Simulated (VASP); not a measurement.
A run of VASP 6.6.1 is set up as follows.

INCAR

```
PREC = Accurate
ENCUT = 520
EDIFF = 1E-6
ISMEAR = 0
SIGMA = 0.05
LREAL = Auto
LASPH = True
NELM = 80
ALGO = Normal
ISIF = 2
LWAVE = False
LCHARG = False
GGA = PE
NBANDS = 150
```

The input KPOINTS:

```
Automatic mesh
0
Gamma
  1 2 2
```

The input POSCAR:

```
AlO2
1.0
    9.4400000000      0.0000000000      0.0000000000
    0.0000000000      5.6800000000      0.0000000000
    0.0000000000      0.0000000000      8.8400000000
Al O
16 32
Direct
    0.1460000000      0.1250000000      0.4760000000
    0.1460000000      0.1250000000      0.9760000000
    0.1460000000      0.6250000000      0.4760000000
    0.1460000000      0.6250000000      0.9760000000
    0.8540000000      0.3750000000      0.0240000000
    0.8540000000      0.3750000000      0.5240000000
    0.8540000000      0.8750000000      0.0240000000
    0.8540000000      0.8750000000      0.5240000000
    0.3540000000      0.3750000000      0.2260000000
    0.3540000000      0.3750000000      0.7260000000
    0.3540000000      0.8750000000      0.2260000000
    0.3540000000      0.8750000000      0.7260000000
    0.6460000000      0.1250000000      0.2740000000
    0.6460000000      0.1250000000      0.7740000000
    0.6460000000      0.6250000000      0.2740000000
    0.6460000000      0.6250000000      0.7740000000
    0.8010000000      0.1250000000      0.1435000000
    0.8010000000      0.1250000000      0.6435000000
    0.8010000000      0.6250000000      0.1435000000
    0.8010000000      0.6250000000      0.6435000000
    0.1990000000      0.3750000000      0.3565000000
    0.1990000000      0.3750000000      0.8565000000
    0.1990000000      0.8750000000      0.3565000000
    0.1990000000      0.8750000000      0.8565000000
    0.6990000000      0.3750000000      0.3935000000
    0.6990000000      0.3750000000      0.8935000000
    0.6990000000      0.8750000000      0.3935000000
    0.6990000000      0.8750000000      0.8935000000
    0.3010000000      0.1250000000      0.1065000000
    0.3010000000      0.1250000000      0.6065000000
    0.3010000000      0.6250000000      0.1065000000
    0.3010000000      0.6250000000      0.6065000000
    0.9440000000      0.1250000000      0.4010000000
    0.9440000000      0.1250000000      0.9010000000
    0.9440000000      0.6250000000      0.4010000000
    0.9440000000      0.6250000000      0.9010000000
    0.0560000000      0.3750000000      0.0990000000
    0.0560000000      0.3750000000      0.5990000000
    0.0560000000      0.8750000000      0.0990000000
    0.0560000000      0.8750000000      0.5990000000
    0.5560000000      0.3750000000      0.1510000000
    0.5560000000      0.3750000000      0.6510000000
    0.5560000000      0.8750000000      0.1510000000
    0.5560000000      0.8750000000      0.6510000000
    0.4440000000      0.1250000000      0.3490000000
    0.4440000000      0.1250000000      0.8490000000
    0.4440000000      0.6250000000      0.3490000000
    0.4440000000      0.6250000000      0.8490000000
```

Potentials or basis: VASP PAW PBE potentials, release 64 (Al, O).

Run with:

```sh
$ cat potpaw_PBE.64/Al/POTCAR potpaw_PBE.64/O/POTCAR > POTCAR
$ mpirun -np 1 vasp_std > vasp.out
```

**Question.** Estimate the pressure.

**Answer.** -1.8 GPa.

**Question.** What does it give for the largest force?

**Answer.** 1.231 eV/Å.

Forces in eV/Å, atoms in the order of the input:
```
Al  -0.788  0.000  0.449
Al  -0.788  0.000  0.449
Al  -0.788  0.000  0.449
Al  -0.788  0.000  0.449
Al   0.788  0.000 -0.449
Al   0.788  0.000 -0.449
Al   0.788  0.000 -0.449
Al   0.788  0.000 -0.449
Al   0.788  0.000  0.449
Al   0.788  0.000  0.449
Al   0.788  0.000  0.449
Al   0.788  0.000  0.449
Al  -0.788  0.000 -0.449
Al  -0.788  0.000 -0.449
Al  -0.788  0.000 -0.449
Al  -0.788  0.000 -0.449
O   -0.446  0.000  0.562
O   -0.446  0.000  0.562
O   -0.446  0.000  0.562
O   -0.446  0.000  0.562
O    0.446  0.000 -0.562
O    0.446  0.000 -0.562
O    0.446  0.000 -0.562
O    0.446  0.000 -0.562
O    0.446  0.000  0.562
O    0.446  0.000  0.562
O    0.446  0.000  0.562
O    0.446  0.000  0.562
O   -0.446  0.000 -0.562
O   -0.446  0.000 -0.562
O   -0.446  0.000 -0.562
O   -0.446  0.000 -0.562
O    0.341  0.000  1.183
O    0.341  0.000  1.183
O    0.341  0.000  1.183
O    0.341  0.000  1.183
O   -0.341  0.000 -1.183
O   -0.341  0.000 -1.183
O   -0.341  0.000 -1.183
O   -0.341  0.000 -1.183
O   -0.341  0.000  1.183
O   -0.341  0.000  1.183
O   -0.341  0.000  1.183
O   -0.341  0.000  1.183
O    0.341  0.000 -1.183
O    0.341  0.000 -1.183
O    0.341  0.000 -1.183
O    0.341  0.000 -1.183
```

Caveat: the k points lie up to 0.67 Å⁻¹ apart; forces of over 1 eV/Å act on the atoms, so gaps and moduli don't describe the material at rest.
